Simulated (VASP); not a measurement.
Set up this calculation in VASP 6.6.1, as the native input.

```yaml
Task: relaxation of cell and atoms
Functional: PBEsol
Potentials_or_basis: VASP PAW PBE potentials, release 64 (Sr_sv, Si, H)
Cutoff: 600 eV
k_mesh: 4 × 4 × 4
Occupations: fermi-dirac, width 0.05 eV
Spin: no spin polarisation
Dipole_correction: no
Further_INCAR_settings: ALGO = Normal; EDIFF = 1e-07; IBRION = 2; EDIFFG = -0.01; NSW = 100; ISIF = 3
```

The structure of SrSiH6 lies in POSCAR:

```
SrSiH6
1.0
    3.2724847565      1.9036861971      2.0325751595
   -3.2475768382      1.8413317839      2.0502252110
   -0.0415465467     -3.7555381741      2.0510647612
Sr Si H
1 1 6
Direct
    0.4712279268      0.4833959093      0.4642883760
   -0.0010120884     -0.0529559993     -0.0358276551
    0.9118922963      0.2324063045      0.2996998159
    0.2779714634      0.9309140861      0.2546626494
    0.3274569861      0.2794804797      0.9161112515
    0.0738104323      0.7428049090      0.7646489147
    0.7408064164      0.1036670693      0.7399688545
    0.7999019332      0.7548695613      0.0540150074
```

One way to write it, as run:

INCAR

```
SYSTEM = SrSiH6
PREC = Accurate
ENCUT = 600
EDIFF = 1E-7
ISMEAR = -1
SIGMA = 0.05
LREAL = .FALSE.
LASPH = .TRUE.
NELM = 80
ALGO = Normal
ISIF = 3
LWAVE = .FALSE.
LCHARG = .FALSE.
GGA = PS
IBRION = 2
NSW = 100
EDIFFG = -0.01
```

KPOINTS

```
regular mesh
0
G
  4 4 4
  0 0 0
```

Potentials or basis: VASP PAW PBE potentials, release 64 (Sr_sv, Si, H).

The run is started by

```console
$ cat potpaw_PBE.64/Sr_sv/POTCAR potpaw_PBE.64/Si/POTCAR potpaw_PBE.64/H/POTCAR > POTCAR
$ mpirun -np 1 vasp_std > vasp.out
```

Results of the run:

```json
{
  "Relaxed volume": "9.18 Å³/atom",
  "Relaxed cell": "a = 4.239 Å, b = 4.238 Å, c = 4.244 Å, α = 98.44°, β = 98.52°, γ = 98.61°",
  "Space group after relaxing (to 0.1 Å)": "R-3 (No. 148)",
  "Energy gained by relaxing": "348.1 meV/atom",
  "Ionic steps": "86",
  "Pressure after relaxing": "0.0 GPa",
  "Largest force after relaxing": "0.009 eV/Å",
  "Band gap on the k mesh": "1.91 eV (least direct gap 3.26 eV)"
}
```

Caveat: the PAW data sets were made with another functional, which shifts forces and pressure a little.

Run time: 31 min on 1 thread of Oxide Virtual Turin-like Processor, with other jobs on the host, peak memory 0.23 GiB.
